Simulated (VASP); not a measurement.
Wanted: the native input for a VASP 6.6.1 run.

* Task: single point
* Functional: PBE
* Potentials or basis: VASP PAW PBE potentials, release 64 (K_sv, Mg, Br)
* Cutoff: 520 eV
* k mesh: 6 × 6 × 6
* Occupations: fermi-dirac, width 0.02 eV
* Spin: no spin polarisation
* Dipole correction: no
* Further INCAR settings: ALGO = Normal; EDIFF = 1e-06; NBANDS = 24

The structure of KMgBr3 lies in POSCAR:

```
KMgBr3
1.0
    5.4622621013      0.0000000000      0.0000000000
    0.0000000000      5.4622621013      0.0000000000
    0.0000000000      0.0000000000      5.4622621013
K Mg Br
1 1 3
Direct
    0.0000000000      0.0000000000      0.0000000000
    0.5000000000      0.5000000000      0.5000000000
    0.5000000000      0.5000000000      0.0000000000
    0.5000000000      0.0000000000      0.5000000000
    0.0000000000      0.5000000000      0.5000000000
```

This cell differs from its parent crystal: strain +3.0%.

The input as run:

INCAR

```
SYSTEM = KMgBr3
PREC = Accurate
ENCUT = 520
EDIFF = 1E-6
ISMEAR = -1
SIGMA = 0.02
LREAL = .False.
LASPH = .True.
NELM = 100
ALGO = Normal
ISIF = 2
LWAVE = .False.
LCHARG = .False.
GGA = PE
NBANDS = 24
```

KPOINTS

```
regular mesh
0
Gamma
  6 6 6
  0 0 0
```

Potentials or basis: VASP PAW PBE potentials, release 64 (K_sv, Mg, Br).

Run with:

```bash
$ cat potpaw_PBE.64/K_sv/POTCAR potpaw_PBE.64/Mg/POTCAR potpaw_PBE.64/Br/POTCAR > POTCAR
$ mpirun -np 1 vasp_std > vasp.out
```

Results of the run:

* Pressure: -1.3 GPa
* Band gap on the k mesh: 2.43 eV, indirect (least direct gap 2.88 eV)

Caveat: the cell differs from its parent crystal (strain +3.0%).

It took 38 s on 1 thread of Intel(R) Xeon(R) 6975P-C (Granite Rapids), with other jobs on the host, peak memory 0.3 GiB.
